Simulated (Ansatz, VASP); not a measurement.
# Cu in VASP and in Ansatz

```
Cu
1.0
    -1.47734    1.47734    1.37961
     1.47734   -1.47734    1.37961
     1.47734    1.47734   -1.37961
Cu
1
Direct
  0.00000 0.00000 0.00000
```

Alike in both runs: functional PBE; k mesh 6 × 6 × 6; occupations gaussian, width 0.1 eV; no spin polarisation.

Ansatz relaxed the structure, and its values are those at the end. VASP's run is a single point on that final structure, the one shown.

|  | VASP | Ansatz |
| --- | --- | --- |
| version | VASP 6.6.1 | Ansatz 0.2.0 |
| potentials or method | VASP PAW PBE potentials, release 64 (Cu), cutoff 520 eV | scalar-relativistic, plane waves, PAW |
| valence electrons in the cell | 11 | 19 |

```tsv
	VASP	Ansatz	Ansatz less VASP
gap on the k mesh at the Fermi level (eV)	none	none	-
pressure (GPa)	0.5	0.0	-0.51
```

A gap of «none» marks a metal or a gap that the smearing closes. The functional is the same, so the differences come from potentials, cutoffs and numerics. VASP's potentials hold 11 valence electrons a cell and Ansatz's 19, so a difference there can come from the potentials and not from the codes.

The k mesh is coarse, so the values compare programs but aren't converged.
